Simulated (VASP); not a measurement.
The system is KRh.

```
K Rh
1.0
     3.32456    0.00000    0.00000
    -1.66228    2.87915    0.00000
     0.00000    0.00000    5.76062
K Rh
1 1
Cartesian
  0.0000 0.0000 0.0000
  0.0000 0.0000 2.8803
```

The cell was generated, and may not be a known phase.

```yaml
Program: VASP 6.6.1
Task: relaxation of cell and atoms
Functional: PBE
Potentials_or_basis: VASP PAW PBE potentials, release 64 (K_sv, Rh_pv)
Cutoff: 600 eV
k_mesh: 6 × 6 × 4
Occupations: gaussian, width 0.1 eV
Spin: no spin polarisation
```

At the start: pressure -5.3 GPa; volume 27.57 Å³/atom.

Q: Where does the relaxation end?

A: Over 9 steps the energy falls by 257.1 meV/atom and the volume is 20.86 Å³/atom (-24.3 %); space group P6/mmm (No. 191, to 0.1 Å) before and after.

Step by step:
```
step  energy change (eV)  largest force (eV/Å)  pressure (GPa)  volume (Å³)
   1              0.0000                0.0000           -5.27        55.14
   2             -0.3617                0.0000           -4.52        48.11
   3              0.5904                0.0000           31.96        32.76
   4             -0.4652                0.0000           -3.22        45.32
   5             -0.5081                0.0000            0.36        41.61
   6             -0.5115                0.0000           -0.81        42.51
   7             -0.5116                0.0000           -0.53        42.28
   8             -0.5140                0.0000            0.31        41.60
   9             -0.5141                0.0000            0.16        41.72
```

Final structure:
```cif
data_structure
_symmetry_space_group_name_H-M 'P 1'
_symmetry_Int_Tables_number 1
_cell_length_a 2.8914
_cell_length_b 2.8914
_cell_length_c 5.7618
_cell_angle_alpha 90.000
_cell_angle_beta 90.000
_cell_angle_gamma 120.000
_cell_volume 41.72
loop_
_atom_site_label
_atom_site_type_symbol
_atom_site_fract_x
_atom_site_fract_y
_atom_site_fract_z
_atom_site_occupancy
K1 K 0.00000 0.00000 0.00000 1
Rh1 Rh 0.00000 0.00000 0.50000 1
```

Caveat: the k points lie up to 0.42 Å⁻¹ apart in the final cell, too coarse for converged energies and pressures of a metal; the volume moved by over 15 % at a fixed basis, so the end points are rough.
